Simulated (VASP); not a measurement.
# LiF (Fm-3m) in VASP: further runs

The runs below take LiF through single point, relaxation of cell and atoms, with r2SCAN.

Program: VASP 6.6.1. These are calculated values, not measurements. Logs are shortened: lines on timing, memory, paths and dates and some standing lists are left out, and cuts for length are marked.

**1. The cell of the first run**

Symmetry: Fm-3m, No. 225, cubic system. Conventional cell: a = 4.028 Å, b = 4.028 Å, c = 4.028 Å, α = 90.00°, β = 90.00°, γ = 90.00°. Li (site symmetry m-3m) has 6 F at 2.01 Å within 2.7 Å. F (site symmetry m-3m) has 6 Li at 2.01 Å within 2.7 Å.

**2. Single point, r2SCAN**

File POSCAR:

```
LiF
1.0
    0.0000000000      2.0140000000      2.0140000000
    2.0140000000      0.0000000000      2.0140000000
    2.0140000000      2.0140000000      0.0000000000
Li F
1 1
Direct
    0.0000000000      0.0000000000      0.0000000000
    0.5000000000      0.5000000000      0.5000000000
```

File INCAR.step1:

```
SYSTEM = LiF
PREC = Accurate
ENCUT = 520
ISMEAR = 0
SIGMA = 0.1
LREAL = .FALSE.
LASPH = .TRUE.
NELM = 100
NBANDS = 12
GGA = PE
ALGO = Normal
EDIFF = 1E-4
LWAVE = .TRUE.
LCHARG = .FALSE.
```

File INCAR.step2:

```
SYSTEM = LiF
PREC = Accurate
ENCUT = 520
EDIFF = 1E-7
ISMEAR = 0
SIGMA = 0.1
LREAL = .FALSE.
LASPH = .TRUE.
NELM = 100
ALGO = Normal
ISIF = 2
LWAVE = .FALSE.
LCHARG = .FALSE.
METAGGA = R2SCAN
LMIXTAU = .TRUE.
NBANDS = 12
ISTART = 1
```

File KPOINTS:

```
Automatic mesh
0
G
  8 8 8
  0 0 0
```

Potentials or basis: VASP PAW PBE potentials, release 64 (Li_sv, F).

The run is started by

```bash
$ cat potpaw_PBE.64/Li_sv/POTCAR potpaw_PBE.64/F/POTCAR > POTCAR
$ cp INCAR.step1 INCAR
$ mpirun -np 1 vasp_std > vasp.out
$ cp INCAR.step2 INCAR
$ mpirun -np 1 vasp_std > vasp.out
```

OUTCAR:

```text
SYSTEM = LiF
   PREC = Accurate
   ENCUT = 520
   EDIFF = 1E-7
   ISMEAR = 0
   LREAL = .FALSE.
   LASPH = .TRUE.
   NELM = 100
   ISIF = 2
   METAGGA = R2SCAN
   ISTART = 1

 ion  position               nearest neighbor table
   1  0.000  0.000  0.000-   2 2.01   2 2.01   2 2.01   2 2.01   2 2.01   2 2.01
   2  0.500  0.500  0.500-   1 2.01   1 2.01   1 2.01   1 2.01   1 2.01   1 2.01

  LATTYP: Found a face centered cubic cell.
 ALAT       =     4.0280000000

  Lattice vectors:

 A1 = (   0.0000000000,   2.0140000000,   2.0140000000)
 A2 = (   2.0140000000,   0.0000000000,   2.0140000000)
 A3 = (   2.0140000000,   2.0140000000,   0.0000000000)

Analysis of symmetry for initial positions (statically):
=====================================================================
 Subroutine PRICEL returns:
 Original cell was already a primitive cell.

 Routine SETGRP: Setting up the symmetry group for a
 face centered cubic supercell.

 Subroutine GETGRP returns: Found 48 space group operations
 (whereof 48 operations were pure point group operations)
 out of a pool of 48 trial point group operations.

The static configuration has the point symmetry O_h .

Analysis of symmetry for dynamics (positions and initial velocities):
=====================================================================
 Subroutine PRICEL returns:
 Original cell was already a primitive cell.

 Routine SETGRP: Setting up the symmetry group for a
 face centered cubic supercell.

 Subroutine GETGRP returns: Found 48 space group operations
 (whereof 48 operations were pure point group operations)
 out of a pool of 48 trial point group operations.

The dynamic configuration has the point symmetry O_h .

 Subroutine INISYM returns: Found 48 space group operations
 (whereof 48 operations are pure point group operations),
 and found     1 'primitive' translations

----------------------------------------------------------------------------------------

                                     Primitive cell

  volume of cell :      16.3384

  direct lattice vectors                    reciprocal lattice vectors
     0.000000000  2.014000000  2.014000000    -0.248262165  0.248262165  0.248262165
     2.014000000  0.000000000  2.014000000     0.248262165 -0.248262165  0.248262165
     2.014000000  2.014000000  0.000000000     0.248262165  0.248262165 -0.248262165

  length of vectors
     2.848226115  2.848226115  2.848226115     0.430002683  0.430002683  0.430002683

  position of ions in fractional coordinates (direct lattice)
     0.000000000  0.000000000  0.000000000
     0.500000000  0.500000000  0.500000000

  ion indices of the primitive-cell ions
   primitive index   ion index
                 1           1
                 2           2

----------------------------------------------------------------------------------------

 KPOINTS: Automatic mesh

Automatic generation of k-mesh.
 Grid dimensions read from file:
 generate k-points for:    8    8    8

 Generating k-lattice:

  Cartesian coordinates                     Fractional coordinates (reciprocal lattice)
    -0.031032771  0.031032771  0.031032771     0.125000000  0.000000000  0.000000000
     0.031032771 -0.031032771  0.031032771     0.000000000  0.125000000  0.000000000
     0.031032771  0.031032771 -0.031032771     0.000000000  0.000000000  0.125000000

  Length of vectors
     0.053750335  0.053750335  0.053750335

  Shift w.r.t. Gamma in fractional coordinates (k-lattice)
     0.000000000  0.000000000  0.000000000

 Subroutine IBZKPT returns following result:
 ===========================================

 Found     29 irreducible k-points:

 Following reciprocal coordinates:
            Coordinates               Weight
  0.000000  0.000000  0.000000      1.000000
  0.125000  0.000000  0.000000      8.000000
  0.250000  0.000000  0.000000      8.000000
  0.375000  0.000000  0.000000      8.000000
  0.500000  0.000000  0.000000      4.000000
  0.125000  0.125000  0.000000      6.000000
[... 16 lines left out ...]
  0.500000  0.250000  0.125000     48.000000
 -0.375000  0.250000  0.125000     24.000000
 [... further k-points ...]
   k-points           NKPTS =     29   k-points in BZ     NKDIM =     29   number of bands    NBANDS=     12
   number of dos      NEDOS =    301   number of ions     NIONS =      2
   total plane-waves  NPLWV =  13824
   dimension x,y,z NGX =    24 NGY =   24 NGZ =   24
   dimension x,y,z NGXF=    48 NGYF=   48 NGZF=   48
   ions per type =               1   1
   NGX,Y,Z   is equivalent  to a cutoff of  14.01, 14.01, 14.01 a.u.
   NGXF,Y,Z  is equivalent  to a cutoff of  28.02, 28.02, 28.02 a.u.
 SYSTEM =  LiF
   PREC   = accura    normal or accurate (medium, high low for compatibility)
   ISTART =      1    job   : 0-new  1-cont  2-samecut
   ICHARG =      0    charge: 1-file 2-atom 10-const
   ISPIN  =      1    spin polarized calculation?
   LNONCOLLINEAR =      F non collinear calculations
   LSORBIT =      F    spin-orbit coupling
   LASPH  =      T    aspherical Exc in radial PAW
   ENCUT  =  520.0 eV  38.22 Ry    6.18 a.u.   5.30  5.30  5.30*2*pi/ulx,y,z
   NELM   =    100;   NELMIN=  2; NELMDL=  0     # of ELM steps
   EDIFF  = 0.1E-06   stopping-criterion for ELM
   LREAL  =      F    real-space projection
   EDIFFG = 0.1E-05   stopping-criterion for IOM
   NSW    =      0    number of steps for IOM
   IBRION =     -1    ionic relax: 0-MD 1-quasi-New 2-CG
   NFREE  =      0    steps in history (QN), initial steepest desc. (CG)
   ISIF   =      2    stress and relaxation
   ISYM   =      2    0-nonsym 1-usesym 2-fastsym
   POTIM  = 0.5000    time-step for ionic-motion
   TEBEG  =    0.0;   TEEND  =   0.0 temperature during run
   PSTRESS=    0.0 pullay stress
   NELECT =      10.0000    total number of electrons
   NUPDOWN=      -1.0000    fix difference up-down
   EMIN   =  10.00;   EMAX   =-10.00  energy-range for DOS
   EFERMI =   0.00;   METHOD = LEGACY
   ISMEAR =     0;   SIGMA  =   0.10  broadening in eV -4-tet -1-fermi 0-gaus
   EFERMI_NEDOS =   21; number of points for ismear=-14 and -15
   IALGO  =     38    algorithm
   IMIX   =      4    mixing-type and parameters
     AMIX     =   0.40;   BMIX     =  1.00
     AMIX_MAG =   1.60;   BMIX_MAG =  1.00
  volume/ion in A,a.u.               =       8.17        55.13
  Fermi-wavevector in a.u.,A,eV,Ry     =   1.389970  2.626662 26.286674  1.932016
  Thomas-Fermi vector in A             =   2.513950
   LORBIT       =      0    0 simple, 1 ext, 2 COOP (PROOUT), +10 PAW based schemes
   METAGGA = R2SCAN    functional components
   LHFCALC =     F    Hartree Fock is set to
   AEXX    =    0.0000 exact exchange contribution
   IVDW    =     0    specifies the selected vdW correction
   LEPSILON=     F    determine dielectric tensor
   LRPA    =     F    only Hartree local field effects (RPA)
 non-spin polarized calculation
 Gauss-broadening in eV      SIGMA  =   0.10
  energy-cutoff  :      520.00
  volume of cell :       16.34
 maximum number of plane-waves:       459
 NGX is ok and might be reduce to    24
   NGX = 11   NGY = 11   NGZ = 11

 number of electron       9.9999992 magnetization

 Free energy of the ion-electron system (eV)
  ---------------------------------------------------
  ext. energy  EPLUGINS =         0.00000000
  ---------------------------------------------------
  free energy    TOTEN  =       -11.89913464 eV

  energy without entropy =      -11.89913464  energy(sigma->0) =      -11.89913464

 E-fermi :  -1.0054     XC(G=0): -10.5440

 val. band max:       -1.6386210654   @ k =   0.0000   0.0000   0.0000
 cond. band min:       8.6269320958   @ k =   0.0000   0.0000   0.0000
 fundamental gap:     10.2655531612
 Fermi energy:        -1.0053930312

 k-point     1 :       0.0000    0.0000    0.0000
  band No.  band energies     occupation
      1     -43.7088      2.00000
      2     -22.7359      2.00000
      3      -1.6386      2.00000
      4      -1.6386      2.00000
      5      -1.6386      2.00000
      6       8.6269      0.00000
      7      23.8416      0.00000
      8      23.8416      0.00000
      9      23.8416      0.00000
     10      24.4334      0.00000
     11      24.4334      0.00000
     12      24.4341      0.00000

 k-point     2 :       0.1250    0.0000    0.0000
  band No.  band energies     occupation
      1     -43.7003      2.00000
      2     -22.6780      2.00000
      3      -2.0619      2.00000
      4      -1.6758      2.00000
      5      -1.6758      2.00000
      6       9.0544      0.00000
      7      20.2858      0.00000
      8      22.3766      0.00000
      9      22.3770      0.00000
     10      25.4703      0.00000
     11      25.4704      0.00000
     12      25.7829      0.00000

 k-point     3 :       0.2500    0.0000    0.0000
  band No.  band energies     occupation
      1     -43.6801      2.00000
      2     -22.5351      2.00000
      3      -2.9825      2.00000
      4      -1.7629      2.00000
      5      -1.7629      2.00000
      6       9.8441      0.00000
      7      17.5996      0.00000
      8      20.5303      0.00000
      9      20.5308      0.00000
     10      27.2204      0.00000
     11      27.2507      0.00000
     12      27.2508      0.00000

 k-point     4 :       0.3750    0.0000    0.0000
  band No.  band energies     occupation
      1     -43.6599      2.00000
      2     -22.3851      2.00000
      3      -3.8063      2.00000
      4      -1.8466      2.00000
      5      -1.8465      2.00000
      6      10.1984      0.00000
      7      16.5921      0.00000
      8      19.2463      0.00000
      9      19.2468      0.00000
     10      29.1671      0.00000
     11      29.5233      0.00000
     12      29.5234      0.00000

 k-point     5 :       0.5000    0.0000    0.0000
  band No.  band energies     occupation
      1     -43.6516      2.00000
      2     -22.3211      2.00000
      3      -4.1276      2.00000
      4      -1.8802      2.00000
      5      -1.8802      2.00000
      6      10.1927      0.00000
      7      16.4979      0.00000
      8      18.7969      0.00000
      9      18.7973      0.00000
     10      30.6309      0.00000
     11      30.8617      0.00000
     12      30.8618      0.00000
[... 228 lines left out ...]
      1     -43.6375      2.00000
      2     -22.0631      2.00000
      3      -4.6401      2.00000
      4      -2.6455      2.00000
      5      -2.6455      2.00000
      6      14.4187      0.00000
      7      15.8029      0.00000
      8      17.4745      0.00000
      9      20.2789      0.00000
     10      20.2791      0.00000
     11      33.1907      0.00000
     12      38.0267      0.00000

 k-point    22 :       0.3750    0.2500    0.1250
  band No.  band energies     occupation
      1     -43.6660      2.00000
      2     -22.4044      2.00000
      3      -3.2426      2.00000
      4      -2.4005      2.00000
      5      -1.9369      2.00000
      6      11.0035      0.00000
      7      16.6079      0.00000
      8      19.6737      0.00000
      9      20.1346      0.00000
     10      23.5653      0.00000
     11      31.0434      0.00000
     12      31.2064      0.00000

 k-point    23 :       0.5000    0.2500    0.1250
  band No.  band energies     occupation
      1     -43.6504      2.00000
      2     -22.2664      2.00000
      3      -3.7371      2.00000
      4      -2.7535      2.00000
      5      -2.0608      2.00000
      6      11.7866      0.00000
      7      15.5418      0.00000
      8      19.0553      0.00000
      9      19.5285      0.00000
     10      25.5954      0.00000
     11      30.1770      0.00000
     12      33.1223      0.00000

 k-point    24 :      -0.3750    0.2500    0.1250
  band No.  band energies     occupation
      1     -43.6440      2.00000
      2     -22.2076      2.00000
      3      -3.9488      2.00000
      4      -2.8674      2.00000
      5      -2.1294      2.00000
      6      11.9844      0.00000
      7      15.3589      0.00000
      8      18.8772      0.00000
      9      19.2450      0.00000
     10      27.3699      0.00000
     11      28.7442      0.00000
     12      34.3510      0.00000

 [... further k-points ...]
[... 5 lines left out ...]
  --------------------------------------------------------------------------------------
  -------------------------------------------------------------------------------------
  Total       -0.3042892     -0.3042892     -0.3042892      0.0000000     -0.0000000      0.0000000
  in kB      -29.8393102    -29.8393102    -29.8393102      0.0000000     -0.0000000      0.0000000
  external PRESSURE =     -29.8393102 kB  Pullay stress =       0.0000000 kB

 VOLUME and BASIS-vectors are now :
 -----------------------------------------------------------------------------
  energy-cutoff  :      520.00
  volume of cell :       16.34
      direct lattice vectors                 reciprocal lattice vectors
     0.000000000  2.014000000  2.014000000    -0.248262165  0.248262165  0.248262165
     2.014000000  0.000000000  2.014000000     0.248262165 -0.248262165  0.248262165
     2.014000000  2.014000000  0.000000000     0.248262165  0.248262165 -0.248262165

 POSITION                                       TOTAL-FORCE (eV/Angst)
 -----------------------------------------------------------------------------------
      0.00000      0.00000      0.00000        -0.000000     -0.000000      0.000000
      2.01400      2.01400      2.01400         0.000000      0.000000      0.000000
 -----------------------------------------------------------------------------------
    total drift:                               -0.000000     -0.000000      0.000000

  FREE ENERGIE OF THE ION-ELECTRON SYSTEM (eV)
  ---------------------------------------------------
  free  energy   TOTEN  =       -11.8991346440 eV

  energy  without entropy=      -11.8991346440  energy(sigma->0) =      -11.89913464
```

It took 50 s on 1 thread of AMD EPYC 7R43 (Zen 3), shared host; peak memory 0.1 GiB.

What came out:

| Quantity | Value |
| --- | --- |
| Free energy | -11.8991 eV |
| Band gap on the k mesh | 10.27 eV |

Caveat: the cutoff is under 1.25 times the usual one of these potentials, so pressure, stress and relaxed cells hold a basis-set (Pulay) error; the PAW data sets were made with another functional, which shifts forces and pressure a little.

(Continued in part 2 of 2.)
